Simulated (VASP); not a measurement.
Pt:

```
CELL_PARAMETERS angstrom
-1.58422 1.58422 1.58422
1.58422 -1.58422 1.58422
1.58422 1.58422 -1.58422
ATOMIC_POSITIONS crystal
Pt 0.00000 0.00000 0.00000
```

```yaml
Program: VASP 6.6.1
Task: relaxation of cell and atoms
Functional: PBE
Dispersion: D3(BJ)
Potentials_or_basis: VASP PAW PBE potentials, release 64 (Pt)
Cutoff: 600 eV
k_mesh: 12 × 12 × 12
Occupations: fermi-dirac, width 0.05 eV
Spin: no spin polarisation
```

At the start: pressure -9.5 GPa; volume 15.90 Å³/atom.

Q: How do energy, volume and symmetry change on relaxing?

A: Over 6 steps the energy falls by 18.8 meV/atom and the volume is 15.29 Å³/atom (-3.8 %); space group Im-3m (No. 229, to 0.05 Å).

The path:
| step | energy change (eV) | largest force (eV/Å) | pressure (GPa) | volume (Å³) |
| --- | --- | --- | --- | --- |
| 1 | 0.0000 | 0.0000 | -9.45 | 15.90 |
| 2 | 0.1234 | 0.0000 | 34.82 | 13.84 |
| 3 | -0.0188 | 0.0000 | -0.20 | 15.32 |
| 4 | -0.0188 | 0.0000 | -0.18 | 15.30 |
| 5 | -0.0185 | 0.0000 | 1.36 | 15.22 |
| 6 | -0.0188 | 0.0000 | 0.03 | 15.29 |

Final structure:
```yaml
crystal:
  lattice:
    - [-1.56363, 1.56363, 1.56363]
    - [1.56363, -1.56363, 1.56363]
    - [1.56363, 1.56363, -1.56363]
  atoms:
    - { symbol: Pt, position: [0.00000, 0.00000, 0.00000] }
```

Caveat: pairwise dispersion overbinds metals, which lowers pressure and volume.
